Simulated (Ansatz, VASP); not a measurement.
# K: VASP beside Ansatz

```
K
1.0
    -2.60601    2.60601    2.60601
     2.60601   -2.60601    2.60601
     2.60601    2.60601   -2.60601
K
1
Direct
  0.00000 0.00000 0.00000
```

Alike in both runs: task single point; functional PBE; k mesh 14 × 14 × 14; occupations fermi-dirac, width 0.1 eV; no spin polarisation.

|  | VASP | Ansatz |
| --- | --- | --- |
| version | VASP 6.6.1 | Ansatz 0.2.0 |
| potentials or method | VASP PAW PBE potentials, release 64 (K_sv), cutoff 520 eV | plane waves (420 eV) with PAW, scalar-relativistic |
| valence electrons in the cell | 9 | 9 |

|  | VASP | Ansatz | Ansatz less VASP |
| --- | --- | --- | --- |
| pressure (GPa) | 0.2 | 0.2 | +0.01 |

The functional is the same, so the differences come from potentials, cutoffs and numerics.
